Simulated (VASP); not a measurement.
## PbS: single point with r2SCAN

The system is PbS.

```
CELL_PARAMETERS angstrom
0.00000 2.95706 2.95706
2.95706 0.00000 2.95706
2.95706 2.95706 0.00000
ATOMIC_POSITIONS crystal
Pb 0.00000 0.00000 0.00000
S 0.50000 0.50000 0.50000
```

This cell differs from its parent crystal: volume changed by -3%.

```yaml
Program: VASP 6.6.1
Task: single point
Functional: r2SCAN
Potentials_or_basis: VASP PAW PBE potentials, release 64 (Pb_d, S)
Cutoff: 520 eV
k_mesh: 6 × 6 × 6
Occupations: gaussian, width 0.01 eV
Spin: no spin polarisation
Dipole_correction: no
Further_INCAR_settings: ALGO = Normal; EDIFF = 1e-06; NBANDS = 17
```

The pressure is 1.8 GPa and the band gap on the k mesh is 0.59 eV, direct.

Levels at points of the mesh, in eV from the valence-band top:
```tsv
k point	band 7	band 8	band 9	band 10	band 11	band 12	band 13	band 14
(0.00, 0.00, 0.00)	-6.10	-2.40	-2.40	-2.40	5.57	5.57	5.57	7.09
(0.50, 0.00, 0.00)	-9.19	-1.99	-1.99	0.00	0.59	2.14	2.14	9.16
(0.50, 0.50, 0.00)	-7.40	-5.49	-3.70	-3.70	4.09	6.02	6.11	6.11
```

It took 2.3 min on 1 thread of AMD EPYC 7R13 (shared host), peak memory 0.16 GiB.

Caveat: the PAW data sets were made with another functional, which shifts forces and pressure a little; spin-orbit coupling is left out, which moves the levels of the heavy elements. A k mesh can miss the band edges.
